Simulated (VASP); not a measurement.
# ZnS (Wurtzite-10H) (P6_3mc) in VASP: electric field gradients with r2SCAN

Aim: the electric field gradients of ZnS (Wurtzite-10H) with r2SCAN.

All numbers are computed with VASP 6.6.1; they aren't measurements. Logs are shortened: lines on timing, memory, paths and dates and some standing lists are left out, and cuts for length are marked.

### Step 1. The cell of the first run

The structure is hexagonal, space group P6_3mc (No. 186). Conventional cell: a = 3.824 Å, b = 3.824 Å, c = 31.200 Å, α = 90.00°, β = 90.00°, γ = 120.00°. Within 3.1 Å of Zn (site symmetry 3m) lie 4 S at 2.34 Å. Within 3.1 Å of Zn (site symmetry 3m) lie 4 S at 2.34 Å. Zn (site symmetry 3m) has 4 S at 2.34 Å within 3.1 Å. Zn (site symmetry 3m) has 4 S at 2.34 Å within 3.1 Å. Zn (site symmetry 3m) has 4 S at 2.34 Å within 3.1 Å. Within 3.1 Å of S (site symmetry 3m) lie 4 Zn at 2.34 Å. S (site symmetry 3m) has 4 Zn at 2.34 Å within 3.1 Å. S (site symmetry 3m) has 4 Zn at 2.34 Å within 3.1 Å.

### Step 2. Electric field gradients, r2SCAN

POSCAR

```
ZnS
1.0
    3.8240000000      0.0000000000      0.0000000000
   -1.9120000000      3.3116811441      0.0000000000
    0.0000000000      0.0000000000     31.2000000000
Zn S
10 10
Direct
    0.0000000000      0.0000000000      0.0000712913
    0.0000000000      0.0000000000      0.5000712913
    0.0000000000      0.0000000000      0.2999202164
    0.0000000000      0.0000000000      0.7999202164
    0.3333333333      0.6666666667      0.1000130806
    0.6666666667      0.3333333333      0.6000130806
    0.3333333333      0.6666666667      0.4000011022
    0.6666666667      0.3333333333      0.9000011022
    0.3333333333      0.6666666667      0.6999687358
    0.6666666667      0.3333333333      0.1999687358
    0.0000000000      0.0000000000      0.0750546740
    0.0000000000      0.0000000000      0.5750546740
    0.0000000000      0.0000000000      0.3749138744
    0.0000000000      0.0000000000      0.8749138744
    0.3333333333      0.6666666667      0.1750081672
    0.6666666667      0.3333333333      0.6750081672
    0.3333333333      0.6666666667      0.4750851839
    0.6666666667      0.3333333333      0.9750851839
    0.3333333333      0.6666666667      0.7749636743
    0.6666666667      0.3333333333      0.2749636743
```

INCAR.step1

```
ALGO = Normal ; EDIFF = 1E-4
ENCUT = 520 ; GGA = PE
ISMEAR = -1 ; LASPH = T
LCHARG = F ; LREAL = Auto
LWAVE = T ; NBANDS = 106
NELM = 100 ; PREC = Accurate
SIGMA = 0.02
```

INCAR.step2

```
ALGO = Normal ; EDIFF = 1E-8
ENCUT = 520 ; ISIF = 2
ISMEAR = -1 ; ISTART = 1
LASPH = T ; LCHARG = F
LEFG = T ; LMIXTAU = T
LREAL = Auto ; LWAVE = F
METAGGA = R2SCAN ; NBANDS = 106
NELM = 100 ; PREC = Accurate
SIGMA = 0.02
```

KPOINTS

```
k-points
0
Gamma
  8 8 1
```

Potentials or basis: VASP PAW PBE potentials, release 64 (Zn, S).

Launch:

```
> cat potpaw_PBE.64/Zn/POTCAR potpaw_PBE.64/S/POTCAR > POTCAR
> cp INCAR.step1 INCAR
> mpirun -np 1 vasp_std > vasp.out
> cp INCAR.step2 INCAR
> mpirun -np 1 vasp_std > vasp.out
```

OUTCAR:

```text
EDIFF = 1E-8
   ENCUT = 520
   ISIF = 2
   ISMEAR = -1
   ISTART = 1
   LASPH = T
   LREAL = Auto
   METAGGA = R2SCAN
   NELM = 100
   PREC = Accurate

 ion  position               nearest neighbor table
   1  0.000  0.000  0.000-  11 2.34  18 2.34  18 2.34  18 2.34
   2  0.000  0.000  0.500-  12 2.34  17 2.34  17 2.34  17 2.34
   3  0.000  0.000  0.300-  13 2.34  20 2.34  20 2.34  20 2.34
   4  0.000  0.000  0.800-  14 2.34  19 2.34  19 2.34  19 2.34
   5  0.333  0.667  0.100-  15 2.34  11 2.34  11 2.34  11 2.34
   6  0.667  0.333  0.600-  16 2.34  12 2.34  12 2.34  12 2.34
[... 12 lines left out ...]
  19  0.333  0.667  0.775-   9 2.34   4 2.34   4 2.34   4 2.34
  20  0.667  0.333  0.275-  10 2.34   3 2.34   3 2.34   3 2.34

  LATTYP: Found a hexagonal cell.
 ALAT       =     3.8240000000
 C/A-ratio  =     8.1589958159

  Lattice vectors:

 A1 = (   3.8240000000,   0.0000000000,   0.0000000000)
 A2 = (  -1.9120000000,   3.3116811441,   0.0000000000)
 A3 = (   0.0000000000,   0.0000000000,  31.2000000000)

Analysis of symmetry for initial positions (statically):
=====================================================================
 Subroutine PRICEL returns:
 Original cell was already a primitive cell.

 Routine SETGRP: Setting up the symmetry group for a
 hexagonal supercell.

 Subroutine GETGRP returns: Found 12 space group operations
 (whereof  6 operations were pure point group operations)
 out of a pool of 24 trial point group operations.

The static configuration has the point symmetry C_3v.
 The point group associated with its full space group is C_6v.

Analysis of symmetry for dynamics (positions and initial velocities):
=====================================================================
 Subroutine PRICEL returns:
 Original cell was already a primitive cell.

 Routine SETGRP: Setting up the symmetry group for a
 hexagonal supercell.

 Subroutine GETGRP returns: Found 12 space group operations
 (whereof  6 operations were pure point group operations)
 out of a pool of 24 trial point group operations.

The dynamic configuration has the point symmetry C_3v.
 The point group associated with its full space group is C_6v.

 Subroutine INISYM returns: Found 12 space group operations
 (whereof  6 operations are pure point group operations),
 and found     1 'primitive' translations

----------------------------------------------------------------------------------------

                                     Primitive cell

  volume of cell :     395.1127

  direct lattice vectors                    reciprocal lattice vectors
     3.824000000  0.000000000  0.000000000     0.261506276  0.150980719  0.000000000
    -1.912000000  3.311681144  0.000000000     0.000000000  0.301961438  0.000000000
     0.000000000  0.000000000 31.200000000     0.000000000  0.000000000  0.032051282

  length of vectors
     3.824000000  3.824000000 31.200000000     0.301961438  0.301961438  0.032051282

  position of ions in fractional coordinates (direct lattice)
     0.000000000  0.000000000  0.000071291
     0.000000000  0.000000000  0.500071291
     0.000000000  0.000000000  0.299920216
     0.000000000  0.000000000  0.799920216
     0.333333333  0.666666667  0.100013081
     0.666666667  0.333333333  0.600013081
[... 12 lines left out ...]
     0.333333333  0.666666667  0.774963674
     0.666666667  0.333333333  0.274963674

  ion indices of the primitive-cell ions
   primitive index   ion index
                 1           1
                 2           2
                 3           3
                 4           4
                 5           5
                 6           6
[... 12 lines left out ...]
                19          19
                20          20

----------------------------------------------------------------------------------------

 KPOINTS: k-points

[... 54 lines left out ...]
   EDIFFG = 0.1E-06   stopping-criterion for IOM
   NSW    =      0    number of steps for IOM
   IBRION =     -1    ionic relax: 0-MD 1-quasi-New 2-CG
   NFREE  =      0    steps in history (QN), initial steepest desc. (CG)
   ISIF   =      2    stress and relaxation
   ISYM   =      2    0-nonsym 1-usesym 2-fastsym
   POTIM  = 0.5000    time-step for ionic-motion
   TEBEG  =    0.0;   TEEND  =   0.0 temperature during run
   PSTRESS=    0.0 pullay stress
   NELECT =     180.0000    total number of electrons
   NUPDOWN=      -1.0000    fix difference up-down
   EMIN   =  10.00;   EMAX   =-10.00  energy-range for DOS
   EFERMI =   0.00;   METHOD = LEGACY
   ISMEAR =    -1;   SIGMA  =   0.02  broadening in eV -4-tet -1-fermi 0-gaus
   EFERMI_NEDOS =   21; number of points for ismear=-14 and -15
   IALGO  =     38    algorithm
   IMIX   =      4    mixing-type and parameters
     AMIX     =   0.40;   BMIX     =  1.00
     AMIX_MAG =   1.60;   BMIX_MAG =  1.00
  volume/ion in A,a.u.               =      19.76       133.32
  Fermi-wavevector in a.u.,A,eV,Ry     =   1.259675  2.380441 21.589483  1.586782
  Thomas-Fermi vector in A             =   2.393223
   LORBIT       =      0    0 simple, 1 ext, 2 COOP (PROOUT), +10 PAW based schemes
   METAGGA = R2SCAN    functional components
   LHFCALC =     F    Hartree Fock is set to
   AEXX    =    0.0000 exact exchange contribution
   IVDW    =     0    specifies the selected vdW correction
   LEPSILON=     F    determine dielectric tensor
   LRPA    =     F    only Hartree local field effects (RPA)
 non-spin polarized calculation
  energy-cutoff  :      520.00
  volume of cell :      395.11
 maximum number of plane-waves:     10707
   NGX = 15   NGY = 15   NGZ =117

 number of electron     179.9999931 magnetization

 Free energy of the ion-electron system (eV)
  ---------------------------------------------------
  ext. energy  EPLUGINS =         0.00000000
  ---------------------------------------------------
  free energy    TOTEN  =      -188.65414057 eV

  energy without entropy =     -188.65414057  energy(sigma->0) =     -188.65414057

 E-fermi :   2.2478     XC(G=0): -10.2752

 val. band max:        1.8183280056   @ k =   0.0000   0.0000   0.0000
 cond. band min:       4.5043315182   @ k =   0.0000   0.0000   0.0000
 fundamental gap:      2.6860035125
 Fermi energy:         2.2477544982

 k-point     1 :       0.0000    0.0000    0.0000
  band No.  band energies     occupation
      1     -11.8492      2.00000
      2     -11.7745      2.00000
      3     -11.7688      2.00000
      4     -11.5600      2.00000
      5     -11.5562      2.00000
      6     -11.2712      2.00000
[... 1039 lines left out ...]
    101       8.0763      0.00000
    102       8.1284      0.00000
 [bands above 102 left out]

------------------------ aborting loop because EDIFF is reached ----------------------------------------

  FORCE on cell =-STRESS in cart. coord.  units (eV):
  Direction    XX          YY          ZZ          XY          YZ          ZX
  --------------------------------------------------------------------------------------
  -------------------------------------------------------------------------------------
  Total       -1.9441578     -1.9441578     -1.4234839      0.0000000     -0.0000000      0.0000000
  in kB       -7.8835368     -7.8835368     -5.7722103      0.0000000     -0.0000000      0.0000000
  external PRESSURE =      -7.1797613 kB  Pullay stress =       0.0000000 kB

 VOLUME and BASIS-vectors are now :
 -----------------------------------------------------------------------------
  energy-cutoff  :      520.00
  volume of cell :      395.11
      direct lattice vectors                 reciprocal lattice vectors
     3.824000000  0.000000000  0.000000000     0.261506276  0.150980719  0.000000000
    -1.912000000  3.311681144  0.000000000     0.000000000  0.301961438  0.000000000
     0.000000000  0.000000000 31.200000000     0.000000000  0.000000000  0.032051282

 POSITION                                       TOTAL-FORCE (eV/Angst)
 -----------------------------------------------------------------------------------
      0.00000      0.00000      0.00222         0.000000     -0.000000     -0.009633
      0.00000      0.00000     15.60222         0.000000     -0.000000     -0.009633
      0.00000      0.00000      9.35751        -0.000000      0.000000     -0.019494
      0.00000      0.00000     24.95751         0.000000     -0.000000     -0.019494
     -0.00000      2.20779      3.12041         0.000000     -0.000000     -0.009552
      1.91200      1.10389     18.72041        -0.000000      0.000000     -0.009552
[... 12 lines left out ...]
     -0.00000      2.20779     24.17887         0.000000     -0.000000      0.007807
      1.91200      1.10389      8.57887         0.000000     -0.000000      0.007807
 -----------------------------------------------------------------------------------
    total drift:                               -0.000002     -0.000003     -0.151881

  FREE ENERGIE OF THE ION-ELECTRON SYSTEM (eV)
  ---------------------------------------------------
  free  energy   TOTEN  =      -188.6541405676 eV

  energy  without entropy=     -188.6541405676  energy(sigma->0) =     -188.65414057

 Electric field gradients (V/A^2)
---------------------------------------------------------------------
 ion       V_xx      V_yy      V_zz      V_xy      V_xz      V_yz
---------------------------------------------------------------------
   1      -0.108    -0.105     0.213     0.002     0.000    -0.000
   2      -0.108    -0.105     0.213     0.002    -0.000     0.000
   3      -0.002     0.000     0.002     0.002     0.000    -0.000
   4      -0.002     0.000     0.002     0.002    -0.000     0.000
   5       0.069     0.075    -0.143     0.005     0.000    -0.000
   6       0.069     0.075    -0.143     0.005    -0.000     0.000
[... 12 lines left out ...]
  19       0.164     0.164    -0.328    -0.001    -0.000     0.000
  20       0.164     0.164    -0.328    -0.001     0.000    -0.000
---------------------------------------------------------------------

 Electric field gradients after diagonalization (V/A^2)
 (convention: |V_zz| > |V_xx| > |V_yy|)
----------------------------------------------------------------------
 ion       V_xx      V_yy      V_zz     asymmetry (V_yy - V_xx)/ V_zz
----------------------------------------------------------------------
   1      -0.109    -0.104     0.213       0.023
   2      -0.109    -0.104     0.213       0.023
   3       0.002     0.002    -0.003       0.120
   4       0.002     0.002    -0.003       0.120
   5       0.078     0.065    -0.143       0.087
   6       0.078     0.065    -0.143       0.087
[... 12 lines left out ...]
  19       0.165     0.164    -0.328       0.004
  20       0.165     0.164    -0.328       0.004
----------------------------------------------------------------------

           NMR quadrupolar parameters

 Cq : quadrupolar parameter    Cq=e*Q*V_zz/h
 eta: asymmetry parameters     (V_yy - V_xx)/ V_zz
 Q  : nuclear electric quadrupole moment in mb (millibarn)
----------------------------------------------------------------------
 ion       Cq(MHz)       eta       Q (mb)
----------------------------------------------------------------------
   1       0.001       0.023       1.000
   2       0.001       0.023       1.000
   3      -0.000       0.120       1.000
   4      -0.000       0.120       1.000
   5      -0.000       0.087       1.000
   6      -0.000       0.087       1.000
[... 12 lines left out ...]
  19      -0.001       0.004       1.000
  20      -0.001       0.004       1.000
----------------------------------------------------------------------
```

Run time: 67 min. Hardware: 1 thread of Intel Xeon Platinum 8488C (Sapphire Rapids), shared host; peak memory 0.64 GiB.

What came out:

| Item | Value |
| --- | --- |
| Free energy | -188.6541 eV |
| Pressure | -0.7 GPa |
| Largest force | 0.019 eV/Å |
| Band gap on the k mesh | 2.69 eV, direct |

Forces on the atoms (eV/Å):
```
Zn   0.000  0.000 -0.010
Zn   0.000  0.000 -0.010
Zn   0.000  0.000 -0.019
Zn   0.000  0.000 -0.019
Zn   0.000  0.000 -0.010
Zn   0.000  0.000 -0.010
Zn   0.000  0.000 -0.012
Zn   0.000  0.000 -0.012
Zn   0.000  0.000 -0.002
Zn   0.000  0.000 -0.002
S    0.000  0.000  0.012
S    0.000  0.000  0.012
S    0.000  0.000  0.003
S    0.000  0.000  0.003
S    0.000  0.000  0.012
S    0.000  0.000  0.012
S    0.000  0.000  0.019
S    0.000  0.000  0.019
S    0.000  0.000  0.008
S    0.000  0.000  0.008
```

Levels at points of the mesh, in eV from the valence-band top:
| k point | band 87 | band 88 | band 89 | band 90 | band 91 | band 92 | band 93 | band 94 |
| --- | --- | --- | --- | --- | --- | --- | --- | --- |
| (0.00, 0.00, 0.00) | -0.09 | -0.01 | 0.00 | 0.00 | 2.69 | 3.25 | 3.30 | 3.75 |
| (0.50, 0.00, 0.00) | -1.04 | -1.04 | -1.00 | -0.89 | 3.78 | 3.85 | 3.88 | 4.00 |

Electric field gradients, principal values (V/Å²):
```csv
atom,least,middle,greatest (by size)
1 Zn,-0.104,-0.109,0.213
2 Zn,-0.104,-0.109,0.213
3 Zn,0.002,0.002,-0.003
4 Zn,0.002,0.002,-0.003
5 Zn,0.065,0.078,-0.143
6 Zn,0.065,0.078,-0.143
7 Zn,0.518,0.530,-1.048
8 Zn,0.518,0.530,-1.048
9 Zn,0.073,0.085,-0.158
10 Zn,0.073,0.085,-0.158
11 S,0.122,0.123,-0.245
12 S,0.122,0.123,-0.245
13 S,-0.148,-0.149,0.297
14 S,-0.148,-0.149,0.297
15 S,0.168,0.169,-0.336
16 S,0.168,0.169,-0.336
17 S,-0.750,-0.751,1.502
18 S,-0.750,-0.751,1.502
19 S,0.164,0.165,-0.328
20 S,0.164,0.165,-0.328
```

Caveat: without QUAD_EFG the Cq values of the log hold for a quadrupole moment of 1 mb, not for the nuclei; the PAW data sets were made with another functional, which shifts forces and pressure a little.
